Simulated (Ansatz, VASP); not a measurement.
One calculation of Rh, two programs

File INCAR:

```
ALGO = Normal
EDIFF = 1E-7
ENCUT = 520
GGA = PE
ISIF = 2
ISMEAR = 0
LASPH = T
LCHARG = F
LREAL = F
LWAVE = F
NBANDS = 14
NELM = 60
PREC = Accurate
SIGMA = 0.05
```

Contents of KPOINTS:

```
k-points
0
Gamma
  18 18 18
```

POSCAR

```
Rh
1.0
    0.0000000000      1.9149160875      1.9149160875
    1.9149160875      0.0000000000      1.9149160875
    1.9149160875      1.9149160875      0.0000000000
Rh
1
Direct
    0.0000000000      0.0000000000      0.0000000000
```

Input for Ansatz:

```yaml
crystal:
  lattice:
    - [0.0, 1.9149160866, 1.9149160866]
    - [1.9149160866, 0.0, 1.9149160866]
    - [1.9149160866, 1.9149160866, 0.0]
  atoms:
    - { symbol: Rh, position: [0.0, 0.0, 0.0] }
basis:
  ecutwfc: 420
  ecutrho_ratio: 4
kpoints:
  mp_grid: { grid: [18, 18, 18] }
hamiltonian:
  xc: pbe
scf:
  occupations: { method: gaussian, width: 0.05 }
output:
  forces: true
  stress: true
  eigenvalues: true
```

Alike in both runs: task single point; functional PBE; k mesh 18 × 18 × 18; occupations gaussian, width 0.05 eV; no spin polarisation.

```csv
,VASP,Ansatz
version,VASP 6.6.1,Ansatz 0.2.0
potentials or method,"VASP PAW PBE potentials, release 64 (Rh_pv), cutoff 520 eV","scalar-relativistic, plane waves, PAW"
valence electrons in the cell,15,17
```

```tsv
	VASP	Ansatz	Ansatz less VASP
gap on the k mesh at the Fermi level (eV)	none	none	-
pressure (GPa)	0.0	0.0	-0.04
```

A gap of «none» marks a metal or a gap that the smearing closes. VASP's potentials hold 15 valence electrons a cell and Ansatz's 17, so a difference there can come from the potentials and not from the codes.
